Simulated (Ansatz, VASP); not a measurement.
# HC19O: VASP beside Ansatz

```
C H O
1.0
     7.39800    0.00000    0.00000
    -3.69900    6.40686    0.00000
     0.00000    0.00000   13.00000
C H O
19 1 1
Direct
  0.00099 0.00631 0.07241
  0.22414 0.11685 0.07379
  0.00116 0.33899 0.07239
  0.22403 0.45037 0.07335
  0.00208 0.67273 0.08869
  0.22844 0.78538 0.07410
  0.33671 0.00623 0.07252
  0.55819 0.11705 0.07044
  0.33527 0.33912 0.07358
  0.55779 0.45038 0.07338
  0.33621 0.67263 0.07232
  0.55771 0.78404 0.07034
  0.66856 0.00569 0.06983
  0.89031 0.11708 0.07036
  0.66928 0.33897 0.07244
  0.88935 0.44725 0.07419
  0.66778 0.67261 0.07226
  0.88836 0.78543 0.07399
  0.02151 0.71662 0.22217
  0.11037 0.88776 0.23454
  0.94923 0.58034 0.28368
```

Alike in both runs: functional PBE; dispersion D3(BJ); k mesh 2 × 2 × 1; occupations gaussian, width 0.02 eV; collinear spin.

Ansatz relaxed the structure, and its values are those at the end. VASP's run is a single point on that final structure, the one shown.

|  | VASP | Ansatz |
| --- | --- | --- |
| version | VASP 6.6.1 | Ansatz 0.2.0 |
| potentials or method | VASP PAW PBE potentials, release 64 (C, H, O), cutoff 520 eV | scalar-relativistic, plane waves, PAW |
| valence electrons in the cell | 83 | 83 |

|  | VASP | Ansatz | Ansatz less VASP |
| --- | --- | --- | --- |
| rms of the force components (eV/Å) | 0.116 | 0.003 | -0.1126 |
| net moment per atom (μB) | 0.00 | 0.00 | 0.000 |

Ansatz's warnings: filled band counts differ across k points, seeded moment not kept, xc potential rough in thin density.

The k mesh is coarse, so the values compare programs but aren't converged. Noted on VASP's run: the standard files for N, O and F lose accuracy on very short bonds.
